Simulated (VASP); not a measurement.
Here is a VASP 6.6.1 calculation.

The input INCAR:

```
PREC = Accurate
ENCUT = 520
EDIFF = 1E-7
ISMEAR = -1
SIGMA = 0.05
LREAL = False
LASPH = True
NELM = 100
ALGO = Fast
ISIF = 2
LWAVE = False
LCHARG = True
GGA = PS
IVDW = 12
LELF = True
LVHAR = True
NBANDS = 8
```

Contents of KPOINTS:

```
Automatic mesh
0
Gamma
  12 12 12
```

Contents of POSCAR:

```
Al
1.0
   -1.5912186900      1.5912186900      1.5912186900
    1.5912186900     -1.5912186900      1.5912186900
    1.5912186900      1.5912186900     -1.5912186900
Al
1
Direct
    0.0000000000      0.0000000000      0.0000000000
```

Potentials or basis: VASP PAW PBE potentials, release 64 (Al).

The run is started by

```sh
$ cat potpaw_PBE.64/Al/POTCAR > POTCAR
$ mpirun -np 1 vasp_std > vasp.out
```

Problem. Estimate the pressure.

Solution. -1.0 GPa.

Problem. Estimate the dispersion energy per atom.

Solution. -0.325 eV.

Caveat: three body term missing; the PAW data sets were made with another functional, which shifts forces and pressure a little; pairwise dispersion overbinds metals, which lowers pressure and volume.
